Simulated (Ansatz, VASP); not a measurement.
## Sc2GaN3 in VASP and in Ansatz

Contents of INCAR:

```
  PREC = Accurate
  ENCUT = 600
  EDIFF = 1E-7
  ISMEAR = 0
  SIGMA = 0.1
  LREAL = F
  LASPH = T
  NELM = 80
  ALGO = Normal
  ISIF = 3
  LWAVE = F
  LCHARG = F
  GGA = PE
  IBRION = 2
  NSW = 90
  EDIFFG = -0.04
```

KPOINTS

```
Automatic mesh
0
Gamma
  6 6 6
```

The input POSCAR:

```
Sc2GaN3
1.0
    5.4610235158      0.0000000000      0.0000000000
   -2.7305117579      4.7293850953      0.0000000000
    0.0000000000      0.0000000000      3.0292087165
Sc Ga N
2 1 3
Direct
    0.3333333333      0.6666666667      0.0000000000
    0.6666666667      0.3333333333      0.0000000000
    0.0000000000      0.0000000000      0.5000000000
    0.5000000000      0.0000000000      0.5000000000
    0.0000000000      0.5000000000      0.5000000000
    0.5000000000      0.5000000000      0.5000000000
```

Input for Ansatz:

```yaml
crystal:
  lattice:
    - [5.4610235158, 0.0, 0.0]
    - [-2.7305117579, 4.7293850953, 0.0]
    - [0.0, 0.0, 3.0292087165]
  atoms:
    - { symbol: Sc, position: [0.3333333333, 0.6666666667, 0.0] }
    - { symbol: Sc, position: [0.6666666667, 0.3333333333, 0.0] }
    - { symbol: Ga, position: [0.0, 0.0, 0.5] }
    - { symbol: "N", position: [0.5, 0.0, 0.5] }
    - { symbol: "N", position: [0.0, 0.5, 0.5] }
    - { symbol: "N", position: [0.5, 0.5, 0.5] }
basis:
  ecutwfc: 420
kpoints:
  mp_grid: { grid: [6, 6, 6] }
hamiltonian:
  xc: pbe
scf:
  occupations: { method: gaussian, width: 0.1 }
  lower_state_search: "off"
output:
  forces: true
  stress: true
  eigenvalues: true
relax:
  adjacent_minimum: "off"
  f_tol: 0.04
  max_steps: 70
  cell: { stress_tol: 0.4 }
```

Alike in both runs: task relaxation of cell and atoms; functional PBE; k mesh 6 × 6 × 6; occupations gaussian, width 0.1 eV; no spin polarisation.

```csv
,VASP,Ansatz
version,VASP 6.6.1,Ansatz 0.2.0
potentials or method,"VASP PAW PBE potentials, release 64 (Sc_sv, Ga_d, N), cutoff 600 eV","scalar-relativistic, plane waves, PAW"
valence electrons in the cell,50,50
```

|  | VASP | Ansatz | Ansatz less VASP |
| --- | --- | --- | --- |
| gap on the k mesh at the Fermi level, each at its own relaxed structure (eV) | none | none | - |
| relaxed volume (Å³/atom) | 13.20 | 13.15 | -0.050 |
| relaxed cell length with the largest relative difference (Å) | 3.017 | 3.013 | -0.0040 |

A gap of «none» marks a metal or a gap that the smearing closes.
